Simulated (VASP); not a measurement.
# MoS2 in VASP: further runs

The runs below take MoS2 through single point, with PBE+D3(BJ).

Program: VASP 6.6.1. These are calculated values, not measurements. Logs are shortened: lines on timing, memory, paths and dates and some standing lists are left out, and cuts for length are marked.

### Step 1. The cell of the first run

The typed cell holds 3 atoms: a = 6.266 Å, b = 6.265 Å, c = 6.266 Å, α = 29.15°, β = 29.15°, γ = 29.15°.

### Step 2. Single point, PBE+D3(BJ) (all atoms moved at random, sigma 0.1 Å a component, then relaxed in part)

Input file INCAR:

```
SYSTEM = MoS2
  PREC = Accurate
  ENCUT = 520
  EDIFF = 1E-6
  ISMEAR = 0
  SIGMA = 0.05
  LREAL = .False.
  LASPH = .True.
  NELM = 100
  ALGO = Normal
  ISIF = 2
  LWAVE = .False.
  LCHARG = .True.
  GGA = PE
  IVDW = 12
  LELF = .True.
  LVHAR = .True.
  NBANDS = 20
```

Input file KPOINTS:

```
regular mesh
0
Gamma
  9 9 9
  0 0 0
```

Input file POSCAR:

```
MoS2
1.0
    1.5768837490      0.9102367723      5.9953800087
   -1.5763179769      0.9102658176      5.9952268736
    0.0003080400     -1.8205173499      5.9953056813
Mo S
1 2
Direct
    0.0000110496      0.0000176070      0.0000233421
    0.7535162145      0.7536101381      0.7535616637
    0.5797727358      0.5796722548      0.5797149941
```

Potentials or basis: VASP PAW PBE potentials, release 64 (Mo_sv, S).

The run is started by

```
$ cat potpaw_PBE.64/Mo_sv/POTCAR potpaw_PBE.64/S/POTCAR > POTCAR
$ mpirun -np 1 vasp_std > vasp.out
```

OUTCAR:

```text
SYSTEM = MoS2
   PREC = Accurate
   ENCUT = 520
   EDIFF = 1E-6
   ISMEAR = 0
   LREAL = .False.
   LASPH = .True.
   NELM = 100
   ISIF = 2
   GGA = PE
   IVDW = 12
 IVDW          = 12

 ion  position               nearest neighbor table
   1  0.000  0.000  0.000-   2 2.40   2 2.40   2 2.40   3 2.40   3 2.40   3 2.40
   2  0.754  0.754  0.754-   1 2.40   1 2.40   1 2.40
   3  0.580  0.580  0.580-   1 2.40   1 2.40   1 2.40

  LATTYP: Found a triclinic cell.
 ALAT       =     3.1531902968
 B/A-ratio  =     1.0000036258
 C/A-ratio  =     2.2245147771
 COS(alpha) =     0.0000734718
 COS(beta)  =     0.4495802335
 COS(gamma) =     0.4999858582

  Lattice vectors:

 A1 = (  -1.5765757090,  -2.7307541222,  -0.0000743274)
 A2 = (  -3.1532017259,   0.0000290453,  -0.0001531351)
 A3 = (  -0.0002577321,  -3.6410199398,  -5.9953012010)

Analysis of symmetry for initial positions (statically):
=====================================================================
 Subroutine PRICEL returns:
 Original cell was already a primitive cell.

 Routine SETGRP: Setting up the symmetry group for a
 triclinic supercell.

 Subroutine GETGRP returns: Found  1 space group operations
 (whereof  1 operations were pure point group operations)
 out of a pool of  2 trial point group operations.

The static configuration has the point symmetry C_1 .

Analysis of symmetry for dynamics (positions and initial velocities):
=====================================================================
 Subroutine PRICEL returns:
 Original cell was already a primitive cell.

 Routine SETGRP: Setting up the symmetry group for a
 triclinic supercell.

 Subroutine GETGRP returns: Found  1 space group operations
 (whereof  1 operations were pure point group operations)
 out of a pool of  2 trial point group operations.

The dynamic configuration has the point symmetry C_1 .

 Subroutine INISYM returns: Found  1 space group operations
 (whereof  1 operations are pure point group operations),
 and found     1 'primitive' translations

----------------------------------------------------------------------------------------

                                     Primitive cell

  volume of cell :      51.6236

  direct lattice vectors                    reciprocal lattice vectors
     1.576883749  0.910236772  5.995380009     0.317136959  0.183101598  0.055583812
    -1.576317977  0.910265818  5.995226874    -0.317138986  0.183095755  0.055614627
     0.000308040 -1.820517350  5.995305681    -0.000006073 -0.366197216  0.055598769

  length of vectors
     6.265754128  6.265469455  6.265618384     0.370393853  0.370397326  0.370393877

  position of ions in fractional coordinates (direct lattice)
     0.000011050  0.000017607  0.000023342
     0.753516215  0.753610138  0.753561664
     0.579772736  0.579672255  0.579714994

  ion indices of the primitive-cell ions
   primitive index   ion index
                 1           1
                 2           2
                 3           3

----------------------------------------------------------------------------------------

 KPOINTS: regular mesh

Automatic generation of k-mesh.
 Grid dimensions read from file:
 generate k-points for:    9    9    9

 Generating k-lattice:

  Cartesian coordinates                     Fractional coordinates (reciprocal lattice)
     0.035237440  0.020344622  0.006175979     0.111111111  0.000000000  0.000000000
    -0.035237665  0.020343973  0.006179403    -0.000000000  0.111111111 -0.000000000
    -0.000000675 -0.040688580  0.006177641     0.000000000  0.000000000  0.111111111

  Length of vectors
     0.041154873  0.041155258  0.041154875

  Shift w.r.t. Gamma in fractional coordinates (k-lattice)
     0.000000000  0.000000000  0.000000000

 Subroutine IBZKPT returns following result:
 ===========================================

 Found    365 irreducible k-points:

 Following reciprocal coordinates:
            Coordinates               Weight
  0.000000  0.000000  0.000000      1.000000
  0.111111  0.000000  0.000000      2.000000
  0.222222  0.000000  0.000000      2.000000
  0.333333  0.000000  0.000000      2.000000
  0.444444  0.000000  0.000000      2.000000
  0.000000  0.111111  0.000000      2.000000
[... 16 lines left out ...]
  0.111111  0.000000 -0.111111      2.000000
  0.000000  0.222222  0.000000      2.000000
 [... further k-points ...]
   k-points           NKPTS =    365   k-points in BZ     NKDIM =    365   number of bands    NBANDS=     20
   number of dos      NEDOS =    301   number of ions     NIONS =      3
   total plane-waves  NPLWV = 110592
   dimension x,y,z NGX =    48 NGY =   48 NGZ =   48
   dimension x,y,z NGXF=    96 NGYF=   96 NGZF=   96
   ions per type =               1   2
   NGX,Y,Z   is equivalent  to a cutoff of  12.74, 12.74, 12.74 a.u.
   NGXF,Y,Z  is equivalent  to a cutoff of  25.47, 25.47, 25.47 a.u.
 SYSTEM =  MoS2
   PREC   = accura    normal or accurate (medium, high low for compatibility)
   ISTART =      0    job   : 0-new  1-cont  2-samecut
   ICHARG =      2    charge: 1-file 2-atom 10-const
   ISPIN  =      1    spin polarized calculation?
   LNONCOLLINEAR =      F non collinear calculations
   LSORBIT =      F    spin-orbit coupling
   LASPH  =      T    aspherical Exc in radial PAW
   ENCUT  =  520.0 eV  38.22 Ry    6.18 a.u.  11.65 11.65 11.65*2*pi/ulx,y,z
   NELM   =    100;   NELMIN=  2; NELMDL= -5     # of ELM steps
   EDIFF  = 0.1E-05   stopping-criterion for ELM
   LREAL  =      F    real-space projection
   EDIFFG = 0.1E-04   stopping-criterion for IOM
   NSW    =      0    number of steps for IOM
   IBRION =     -1    ionic relax: 0-MD 1-quasi-New 2-CG
   NFREE  =      0    steps in history (QN), initial steepest desc. (CG)
   ISIF   =      2    stress and relaxation
   ISYM   =      2    0-nonsym 1-usesym 2-fastsym
   POTIM  = 0.5000    time-step for ionic-motion
   TEBEG  =    0.0;   TEEND  =   0.0 temperature during run
   PSTRESS=    0.0 pullay stress
   NELECT =      26.0000    total number of electrons
   NUPDOWN=      -1.0000    fix difference up-down
   EMIN   =  10.00;   EMAX   =-10.00  energy-range for DOS
   EFERMI =   0.00;   METHOD = LEGACY
   ISMEAR =     0;   SIGMA  =   0.05  broadening in eV -4-tet -1-fermi 0-gaus
   EFERMI_NEDOS =   21; number of points for ismear=-14 and -15
   IALGO  =     38    algorithm
   IMIX   =      4    mixing-type and parameters
     AMIX     =   0.40;   BMIX     =  1.00
     AMIX_MAG =   1.60;   BMIX_MAG =  1.00
  volume/ion in A,a.u.               =      17.21       116.12
  Fermi-wavevector in a.u.,A,eV,Ry     =   1.302517  2.461400 23.082963  1.696550
  Thomas-Fermi vector in A             =   2.433580
   LORBIT       =      0    0 simple, 1 ext, 2 COOP (PROOUT), +10 PAW based schemes
   GGA     = PE    functional components
   LHFCALC =     F    Hartree Fock is set to
   AEXX    =    0.0000 exact exchange contribution
   IVDW    =    12    specifies the selected vdW correction
   LEPSILON=     F    determine dielectric tensor
   LRPA    =     F    only Hartree local field effects (RPA)
 non-spin polarized calculation
 Gauss-broadening in eV      SIGMA  =   0.05
  energy-cutoff  :      520.00
  volume of cell :       51.62
 maximum number of plane-waves:      1405
   NGX = 23   NGY = 23   NGZ = 23

 number of electron      26.0000001 magnetization

 Free energy of the ion-electron system (eV)
  ---------------------------------------------------
  ext. energy  EPLUGINS =         0.00000000
  ---------------------------------------------------
  free energy    TOTEN  =       -21.76564288 eV

  energy without entropy =      -21.76564288  energy(sigma->0) =      -21.76564288

 E-fermi :   8.3421     XC(G=0): -11.0566

 val. band max:        8.0822477227   @ k =   0.4444   0.4444   0.4444
 cond. band min:       8.9841576107   @ k =  -0.2222   0.1111   0.0000
 fundamental gap:      0.9019098880
 Fermi energy:         8.3420565392

 k-point     1 :       0.0000    0.0000    0.0000
  band No.  band energies     occupation
      1     -53.5130      2.00000
      2     -27.6777      2.00000
      3     -27.4369      2.00000
      4     -27.4368      2.00000
      5      -7.1023      2.00000
      6      -5.3013      2.00000
[... 12 lines left out ...]
     19      16.0679      0.00000
     20      17.1218      0.00000

 k-point     2 :       0.1111    0.0000    0.0000
  band No.  band energies     occupation
      1     -53.5080      2.00000
      2     -27.6680      2.00000
      3     -27.4860      2.00000
      4     -27.4480      2.00000
      5      -6.9090      2.00000
      6      -5.2444      2.00000
[... 12 lines left out ...]
     19      16.7356      0.00000
     20      17.1029      0.00000

 k-point     3 :       0.2222    0.0000    0.0000
  band No.  band energies     occupation
      1     -53.4955      2.00000
      2     -27.6435      2.00000
      3     -27.6087      2.00000
      4     -27.4761      2.00000
      5      -6.3789      2.00000
      6      -5.0881      2.00000
[... 12 lines left out ...]
     19      16.4671      0.00000
     20      17.3578      0.00000

 k-point     4 :       0.3333    0.0000    0.0000
  band No.  band energies     occupation
      1     -53.4811      2.00000
      2     -27.7455      2.00000
      3     -27.6154      2.00000
      4     -27.5079      2.00000
      5      -5.6730      2.00000
      6      -4.8866      2.00000
[... 429 lines left out ...]
 k-point    23 :       0.1111    0.0000   -0.1111
  band No.  band energies     occupation
      1     -53.4993      2.00000
      2     -27.6509      2.00000
      3     -27.5675      2.00000
      4     -27.4720      2.00000
      5      -6.5559      2.00000
      6      -5.1213      2.00000
[... 12 lines left out ...]
     19      16.7481      0.00000
     20      17.3615      0.00000

 k-point    24 :       0.0000    0.2222    0.0000
  band No.  band energies     occupation
      1     -53.4955      2.00000
      2     -27.6435      2.00000
      3     -27.6087      2.00000
      4     -27.4761      2.00000
      5      -6.3789      2.00000
      6      -5.0882      2.00000
[... 12 lines left out ...]
     19      16.4669      0.00000
     20      17.3581      0.00000

 [... further k-points ...]

------------------------ aborting loop because EDIFF is reached ----------------------------------------

 Edisp (eV)   -1.32087

 E8    (eV) :    -0.5327

  FORCE on cell =-STRESS in cart. coord.  units (eV):
  Direction    XX          YY          ZZ          XY          YZ          ZX
  --------------------------------------------------------------------------------------
  -------------------------------------------------------------------------------------
  Total      -0.03400    -0.03402    -0.04245     0.00028     0.00024    -0.00035
  in kB      -1.05507    -1.05587    -1.31740     0.00870     0.00743    -0.01098
  external pressure =       -1.14 kB  Pullay stress =        0.00 kB

 VOLUME and BASIS-vectors are now :
 -----------------------------------------------------------------------------
  energy-cutoff  :      520.00
  volume of cell :       51.62
      direct lattice vectors                 reciprocal lattice vectors
     1.576883749  0.910236772  5.995380009     0.317136959  0.183101598  0.055583812
    -1.576317977  0.910265818  5.995226874    -0.317138986  0.183095755  0.055614627
     0.000308040 -1.820517350  5.995305681    -0.000006073 -0.366197216  0.055598769

 POSITION                                       TOTAL-FORCE (eV/Angst)
 -----------------------------------------------------------------------------------
     -0.00001     -0.00002      0.00031         0.000183      0.000463     -0.000378
      0.00051     -0.00001     13.55351         0.000023     -0.000158     -0.011389
      0.00066      0.00001     10.42679        -0.000206     -0.000305      0.011767
 -----------------------------------------------------------------------------------
    total drift:                                0.000001     -0.000001     -0.000009

  FREE ENERGIE OF THE ION-ELECTRON SYSTEM (eV)
  ---------------------------------------------------
  free  energy   TOTEN  =       -23.0865162872 eV

  energy  without entropy=      -23.0865162872  energy(sigma->0) =      -23.08651629
```

Run time: 17 min. Hardware: 1 thread of Oxide Virtual Turin-like, shared host; peak memory 0.54 GiB.

What came out:

- Free energy: -23.0865 eV
- Pressure: -0.1 GPa
- Largest force: 0.012 eV/Å
- Band gap on the k mesh: 0.90 eV, indirect (least direct gap 1.77 eV)
- Dispersion energy per atom: -0.440 eV

Forces in eV/Å, atoms in the order of the input:
```
Mo   0.000  0.000  0.000
S    0.000  0.000 -0.011
S    0.000  0.000  0.012
```

Caveat: the cell differs from its parent crystal (all atoms moved at random, sigma 0.1 Å a component, then relaxed in part). A k mesh can miss the band edges.

(Continued in part 2 of 2.)
